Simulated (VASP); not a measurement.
# MgO (P-6m2) in VASP: a series of runs

Runs on MgO. Level: LDA. Tasks: single point.

All numbers are computed with VASP 6.6.1; they aren't measurements. Logs are shortened: lines on timing, memory, paths and dates and some standing lists are left out, and cuts for length are marked.

## 1. The cell of the first run

It takes space group P-6m2 (No. 187, hexagonal). Conventional cell: a = 2.894 Å, b = 2.894 Å, c = 2.639 Å, α = 90.00°, β = 90.00°, γ = 120.00°. Within 2.9 Å of Mg (site symmetry -6m2) lie 6 O at 2.13 Å and 8 Mg at 2.64 to 2.89 Å. O (site symmetry -6m2) has 6 Mg at 2.13 Å and 8 O at 2.64 to 2.89 Å within 2.9 Å.

## 2. Single point, LDA (strain -0.015 along x and y, -0.015 along z)

Contents of INCAR:

```
SYSTEM = MgO
  PREC = Accurate
  ENCUT = 750
  EDIFF = 1E-6
  ISMEAR = 0
  SIGMA = 0.05
  LREAL = .FALSE.
  LASPH = .TRUE.
  NELM = 120
  ALGO = Normal
  ISIF = 2
  LWAVE = .FALSE.
  LCHARG = .FALSE.
  GGA = CA
  NBANDS = 15
  GGA_COMPAT = .FALSE.
```

Contents of KPOINTS:

```
Automatic mesh
0
G
  9 9 8
  0 0 0
```

Contents of POSCAR:

```
MgO
1.0
    2.8939505899      0.0000000000      0.0000000000
   -1.4469752949      2.5062347281      0.0000000000
    0.0000000000      0.0000000000      2.6394848000
Mg O
1 1
Direct
    0.0000000000      0.0000000000      0.0000000000
    0.3333333333      0.6666666667      0.5000000000
```

Potentials or basis: VASP PAW LDA potentials, release 64 (Mg_sv, O).

Launch:

```
$ cat potpaw_LDA.64/Mg_sv/POTCAR potpaw_LDA.64/O/POTCAR > POTCAR
$ mpirun -np 1 vasp_std > vasp.out
```

OUTCAR:

```text
SYSTEM = MgO
   PREC = Accurate
   ENCUT = 750
   EDIFF = 1E-6
   ISMEAR = 0
   LREAL = .FALSE.
   LASPH = .TRUE.
   NELM = 120
   ISIF = 2
   GGA = CA

 ion  position               nearest neighbor table
   1  0.000  0.000  0.000-
   2  0.333  0.667  0.500-

  LATTYP: Found a hexagonal cell.
 ALAT       =     2.8939505899
 C/A-ratio  =     0.9120697531

  Lattice vectors:

 A1 = (   2.8939505899,   0.0000000000,   0.0000000000)
 A2 = (  -1.4469752949,   2.5062347281,   0.0000000000)
 A3 = (   0.0000000000,   0.0000000000,   2.6394848000)

Analysis of symmetry for initial positions (statically):
=====================================================================
 Subroutine PRICEL returns:
 Original cell was already a primitive cell.

 Routine SETGRP: Setting up the symmetry group for a
 hexagonal supercell.

 Subroutine GETGRP returns: Found 12 space group operations
 (whereof 12 operations were pure point group operations)
 out of a pool of 24 trial point group operations.

The static configuration has the point symmetry D_3h.

Analysis of symmetry for dynamics (positions and initial velocities):
=====================================================================
 Subroutine PRICEL returns:
 Original cell was already a primitive cell.

 Routine SETGRP: Setting up the symmetry group for a
 hexagonal supercell.

 Subroutine GETGRP returns: Found 12 space group operations
 (whereof 12 operations were pure point group operations)
 out of a pool of 24 trial point group operations.

The dynamic configuration has the point symmetry D_3h.

 Subroutine INISYM returns: Found 12 space group operations
 (whereof 12 operations are pure point group operations),
 and found     1 'primitive' translations

----------------------------------------------------------------------------------------

                                     Primitive cell

  volume of cell :      19.1440

  direct lattice vectors                    reciprocal lattice vectors
     2.893950590  0.000000000  0.000000000     0.345548401  0.199502463  0.000000000
    -1.446975295  2.506234728  0.000000000     0.000000000  0.399004925  0.000000000
     0.000000000  0.000000000  2.639484800     0.000000000  0.000000000  0.378861814

  length of vectors
     2.893950590  2.893950590  2.639484800     0.399004925  0.399004925  0.378861814

  position of ions in fractional coordinates (direct lattice)
     0.000000000  0.000000000  0.000000000
     0.333333333  0.666666667  0.500000000

  ion indices of the primitive-cell ions
   primitive index   ion index
                 1           1
[... 86 lines left out ...]
   EMIN   =  10.00;   EMAX   =-10.00  energy-range for DOS
   EFERMI =   0.00;   METHOD = LEGACY
   ISMEAR =     0;   SIGMA  =   0.05  broadening in eV -4-tet -1-fermi 0-gaus
   EFERMI_NEDOS =   21; number of points for ismear=-14 and -15
   IALGO  =     38    algorithm
   IMIX   =      4    mixing-type and parameters
     AMIX     =   0.40;   BMIX     =  1.00
     AMIX_MAG =   1.60;   BMIX_MAG =  1.00
  volume/ion in A,a.u.               =       9.57        64.59
  Fermi-wavevector in a.u.,A,eV,Ry     =   1.542070  2.914090 32.354390  2.377981
  Thomas-Fermi vector in A             =   2.647927
   LORBIT       =      0    0 simple, 1 ext, 2 COOP (PROOUT), +10 PAW based schemes
   GGA     = CA    functional components
   LHFCALC =     F    Hartree Fock is set to
   AEXX    =    0.0000 exact exchange contribution
   IVDW    =     0    specifies the selected vdW correction
   LEPSILON=     F    determine dielectric tensor
   LRPA    =     F    only Hartree local field effects (RPA)
 non-spin polarized calculation
 Gauss-broadening in eV      SIGMA  =   0.05
  energy-cutoff  :      750.00
  volume of cell :       19.14
 maximum number of plane-waves:       936
 NGX is ok and might be reduce to    28
   NGX = 13   NGY = 13   NGZ = 11

 number of electron      16.0000018 magnetization

 Free energy of the ion-electron system (eV)
  ---------------------------------------------------
  ext. energy  EPLUGINS =         0.00000000
  ---------------------------------------------------
  free energy    TOTEN  =       -12.53162914 eV

  energy without entropy =      -12.53162914  energy(sigma->0) =      -12.53162914

 E-fermi :   3.2463     XC(G=0): -11.7781

 val. band max:        3.0477166770   @ k =   0.3333   0.3333   0.0000
 cond. band min:       6.3550847448   @ k =   0.0000   0.0000   0.0000
 fundamental gap:      3.3073680678
 Fermi energy:         3.2462500548

 k-point     1 :       0.0000    0.0000    0.0000
  band No.  band energies     occupation
      1     -69.2079      2.00000
      2     -36.6802      2.00000
      3     -36.6802      2.00000
      4     -36.6208      2.00000
      5     -14.3454      2.00000
      6       2.4086      2.00000
      7       2.4086      2.00000
      8       2.6346      2.00000
      9       6.3551      0.00000
     10      14.8223      0.00000
     11      18.7288      0.00000
     12      18.7288      0.00000
     13      23.2233      0.00000
     14      24.3511      0.00000
[... 401 lines left out ...]
      2     -36.7428      2.00000
      3     -36.7342      2.00000
      4     -36.6286      2.00000
      5     -12.8808      2.00000
      6      -0.6986      2.00000
      7      -0.6758      2.00000
      8       2.3878      2.00000
      9      11.3715      0.00000
     10      14.7116      0.00000
     11      15.7334      0.00000
     12      20.4269      0.00000
     13      20.8588      0.00000
     14      24.6852      0.00000
     15      27.4724      0.00000

 [... further k-points ...]

------------------------ aborting loop because EDIFF is reached ----------------------------------------

  FORCE on cell =-STRESS in cart. coord.  units (eV):
  Direction    XX          YY          ZZ          XY          YZ          ZX
  --------------------------------------------------------------------------------------
  -------------------------------------------------------------------------------------
  Total       -0.4329689     -0.4329689     -0.3730938     -0.0000000     -0.0000000      0.0000000
  in kB      -36.2355827    -36.2355827    -31.2245806     -0.0000000     -0.0000000      0.0000000
  external PRESSURE =     -34.5652487 kB  Pullay stress =       0.0000000 kB

 VOLUME and BASIS-vectors are now :
 -----------------------------------------------------------------------------
  energy-cutoff  :      750.00
  volume of cell :       19.14
      direct lattice vectors                 reciprocal lattice vectors
     2.893950590  0.000000000  0.000000000     0.345548401  0.199502463  0.000000000
    -1.446975295  2.506234728  0.000000000     0.000000000  0.399004925  0.000000000
     0.000000000  0.000000000  2.639484800     0.000000000  0.000000000  0.378861814

 POSITION                                       TOTAL-FORCE (eV/Angst)
 -----------------------------------------------------------------------------------
      0.00000      0.00000      0.00000         0.000000      0.000000      0.000000
     -0.00000      1.67082      1.31974        -0.000000      0.000000      0.000000
 -----------------------------------------------------------------------------------
    total drift:                                0.000000     -0.000000     -0.000000

  FREE ENERGIE OF THE ION-ELECTRON SYSTEM (eV)
  ---------------------------------------------------
  free  energy   TOTEN  =       -12.5316291436 eV

  energy  without entropy=      -12.5316291436  energy(sigma->0) =      -12.53162914
```

OSZICAR:

```text
N       E                     dE             d eps       ncg     rms          rms(c)
DAV:   1     0.150377313798E+03    0.15038E+03   -0.12625E+04  1800   0.163E+03
DAV:   2    -0.885293936791E+01   -0.15923E+03   -0.15036E+03  2143   0.416E+02
DAV:   3    -0.142615398676E+02   -0.54086E+01   -0.53809E+01  2257   0.746E+01
DAV:   4    -0.143351307328E+02   -0.73591E-01   -0.73583E-01  2094   0.893E+00
DAV:   5    -0.143362273198E+02   -0.10966E-02   -0.10966E-02  2290   0.918E-01    0.864E+00
DAV:   6    -0.126230706966E+02    0.17132E+01   -0.23896E+00  1849   0.154E+01    0.283E+00
DAV:   7    -0.125702599262E+02    0.52811E-01   -0.14477E-01  2115   0.330E+00    0.168E+00
DAV:   8    -0.125328315929E+02    0.37428E-01   -0.58659E-02  2122   0.227E+00    0.368E-01
DAV:   9    -0.125315792078E+02    0.12524E-02   -0.42242E-03  2122   0.546E-01    0.957E-02
DAV:  10    -0.125316523663E+02   -0.73158E-04   -0.16100E-04  2206   0.182E-01    0.594E-02
DAV:  11    -0.125316292684E+02    0.23098E-04   -0.34639E-05  2052   0.701E-02    0.380E-03
DAV:  12    -0.125316291436E+02    0.12480E-06   -0.11029E-06  1835   0.141E-02
   1 F= -.12531629E+02 E0= -.12531629E+02  d E =-.138489E-10
```

Run time: 27 s. Hardware: 1 thread of Intel Xeon Platinum 8259CL at 2.50GHz (Skylake/Cascade Lake), shared host; peak memory 0.15 GiB.

What came out:

```
Free energy            : -12.5316 eV
Pressure               : -3.5 GPa
Band gap on the k mesh : 3.31 eV (least direct gap 3.72 eV)
```

Levels at points of the mesh, in eV from the valence-band top:
```
           k point  band 6  band 7  band 8  band 9  band 10  band 11
(0.00, 0.00, 0.00)   -0.64   -0.64   -0.41    3.31    11.77    15.68
(0.00, 0.00, 0.50)   -5.63   -0.10   -0.10    8.56     9.25    17.63
```

Caveat: the cell differs from its parent crystal (strain -0.015 along x and y, -0.015 along z); the cell stands under tension; an odd mesh through Γ misses points on the zone boundary, where band edges can lie.

## 3. Single point, LDA (strain +0.015 along x and y, -0.030 along z)

Contents of INCAR:

```
PREC = Accurate ; ENCUT = 750
EDIFF = 1E-6 ; ISMEAR = 0
SIGMA = 0.05 ; LREAL = F
LASPH = T ; NELM = 120
ALGO = Normal ; ISIF = 2
LWAVE = F ; LCHARG = F
GGA = CA ; NBANDS = 15
GGA_COMPAT = F
```

Contents of KPOINTS:

```
regular mesh
0
Gamma
  9 9 8
```

Contents of POSCAR:

```
MgO
1.0
    2.9820912170      0.0000000000      0.0000000000
   -1.4910456085      2.5825667503      0.0000000000
    0.0000000000      0.0000000000      2.5992896000
Mg O
1 1
Direct
    0.0000000000      0.0000000000      0.0000000000
    0.3333333333      0.6666666667      0.5000000000
```

Potentials or basis: VASP PAW LDA potentials, release 64 (Mg_sv, O).

Launch:

```
$ cat potpaw_LDA.64/Mg_sv/POTCAR potpaw_LDA.64/O/POTCAR > POTCAR
$ mpirun -np 1 vasp_std > vasp.out
```

It took 19 s on 1 thread of Intel Xeon Platinum 8259CL at 2.50GHz (Skylake/Cascade Lake), shared host; peak memory 0.15 GiB.

Results (log left out):

- Free energy: -12.4605 eV
- Pressure: -8.2 GPa
- Band gap on the k mesh: 2.65 eV (least direct gap 2.97 eV)

Stress tensor (GPa, compression positive):
```
-15.81   0.00   0.00
  0.00 -15.81   0.00
  0.00   0.00   6.99
```

Levels at points of the mesh, in eV from the valence-band top:
| k point | band 5 | band 6 | band 7 | band 8 | band 9 | band 10 | band 11 | band 12 |
| --- | --- | --- | --- | --- | --- | --- | --- | --- |
| (0.00, 0.00, 0.00) | -17.52 | -1.18 | -1.18 | -0.32 | 2.65 | 11.57 | 14.33 | 14.33 |
| (0.00, 0.00, 0.50) | -16.22 | -5.63 | -0.56 | -0.56 | 7.56 | 8.83 | 16.84 | 16.84 |

Caveat: the cell differs from its parent crystal (strain +0.015 along x and y, -0.030 along z); the cell stands under tension; an odd mesh through Γ misses points on the zone boundary, where band edges can lie.

[end of part 1 of 2]
